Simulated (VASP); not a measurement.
Wanted: the native input for a VASP 6.6.1 run.

```
Task                   : single point
Functional             : PBE
Dispersion             : D3(BJ)
Potentials or basis    : VASP PAW PBE potentials, release 64 (Sb_d_GW)
Cutoff                 : 400 eV
k mesh                 : 12 × 12 × 1
Occupations            : gaussian, width 0.03 eV
Spin                   : no spin polarisation
Dipole correction      : yes
Further INCAR settings : ALGO = Normal; EDIFF = 1e-06; NBANDS = 22; NELMDL = -8
```

The structure of Sb lies in POSCAR:

```
Sb
1.0
    4.0684996994      0.0000000000      0.0000000000
   -2.0342498497      3.5234240949      0.0000000000
    0.0000000000      0.0000000000     27.1000000030
Sb
2
Direct
    0.3333333333      0.6666666667      0.2583030161
    0.6666666667      0.3333333333      0.3191877587
```

One way to write it, as run:

INCAR

```
SYSTEM = Sb
PREC = Accurate
ENCUT = 400
EDIFF = 1E-6
ISMEAR = 0
SIGMA = 0.03
LREAL = .False.
LASPH = .True.
NELM = 120
ALGO = Normal
ISIF = 2
LWAVE = .False.
LCHARG = .False.
LDIPOL = .True.
IDIPOL = 3
DIPOL = 0.5 0.5 0.289
GGA = PE
IVDW = 12
NBANDS = 22
GGA_COMPAT = .False.
NELMDL = -8
```

KPOINTS

```
regular mesh
0
Gamma
  12 12 1
  0 0 0
```

Potentials or basis: VASP PAW PBE potentials, release 64 (Sb_d_GW).

Run with:

```bash
$ cat potpaw_PBE.64/Sb_d_GW/POTCAR > POTCAR
$ mpirun -np 1 vasp_std > vasp.out
```

It gave:

```
Largest force              : 0.003 eV/Å
Band gap on the k mesh     : 1.18 eV (least direct gap 1.66 eV)
Dispersion energy per atom : -0.237 eV
```

Caveat: spin-orbit coupling is left out, which moves the levels of the heavy elements.

Run time: 3.7 min on 1 thread of AMD EPYC 7R13 Processor (Zen 3), with other jobs on the host, peak memory 0.39 GiB.
